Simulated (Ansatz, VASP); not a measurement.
CuO in VASP and in Ansatz

The input INCAR:

```
PREC     = Accurate       # precision mode
ENCUT    = 600            # plane-wave cutoff, eV
EDIFF    = 1E-6           # SCF threshold, eV
ISMEAR   = 0              # smearing method
SIGMA    = 0.1            # smearing width, eV
LREAL    = False          # projectors in reciprocal space
LASPH    = True           # aspherical terms in the spheres
NELM     = 100            # most SCF steps
ALGO     = Normal         # electronic algorithm
ISIF     = 3              # what is computed and relaxed
LWAVE    = False          # write WAVECAR
LCHARG   = False          # write CHGCAR
GGA      = PS             # functional
IBRION   = 2              # ionic algorithm
NSW      = 70             # ionic steps
EDIFFG   = -0.005         # ionic threshold
```

Contents of KPOINTS:

```
regular mesh
0
Gamma
  14 14 8
```

The input POSCAR:

```
CuO
1.0
    2.0821496890     -2.0879424390      0.0000000000
    2.0821496890      2.0879424390      0.0000000000
    0.0000000000      0.0000000000      5.1512621043
Cu O
2 2
Direct
    0.0000000000      0.5000000000      0.0000000000
    0.5000000000      0.0000000000      0.5000000000
    0.5000000000      0.5000000000      0.2500000000
    0.5000000000      0.5000000000      0.7500000000
```

Input for Ansatz:

```yaml
crystal:
  lattice:
    - [2.082149689, -2.087942439, 0.0]
    - [2.082149689, 2.087942439, 0.0]
    - [0.0, 0.0, 5.1512621043]
  atoms:
    - { symbol: Cu, position: [0.0, 0.5, 0.0] }
    - { symbol: Cu, position: [0.5, 0.0, 0.5] }
    - { symbol: O, position: [0.5, 0.5, 0.25] }
    - { symbol: O, position: [0.5, 0.5, 0.75] }
basis:
  ecutwfc: 420
kpoints:
  mp_grid: { grid: [14, 14, 8] }
hamiltonian:
  xc: pbesol
scf:
  occupations: { method: gaussian, width: 0.1 }
output:
  forces: true
  stress: true
  eigenvalues: true
relax:
  adjacent_minimum: "off"
  f_tol: 0.005
  max_steps: 50
  cell: { stress_tol: 0.05 }
```

Alike in both runs: task relaxation of cell and atoms; functional PBEsol; k mesh 14 × 14 × 8; occupations gaussian, width 0.1 eV; no spin polarisation.

```csv
,VASP,Ansatz
version,VASP 6.6.1,Ansatz 0.2.0
potentials or method,"VASP PAW PBE potentials, release 64 (Cu, O), cutoff 600 eV","scalar-relativistic, plane waves, PAW"
valence electrons in the cell,34,50
```

|  | VASP | Ansatz | Ansatz less VASP |
| --- | --- | --- | --- |
| gap on the k mesh at the Fermi level, each at its own relaxed structure (eV) | none | none | - |
| relaxed volume (Å³/atom) | 10.69 | 10.66 | -0.030 |
| relaxed cell length with the largest relative difference (Å) | 5.103 | 5.092 | -0.0108 |

VASP's potentials were made for PBE, not for PBEsol. A gap of «none» marks a metal or a gap that the smearing closes. VASP's potentials hold 34 valence electrons a cell and Ansatz's 50, so a difference there can come from the potentials and not from the codes.
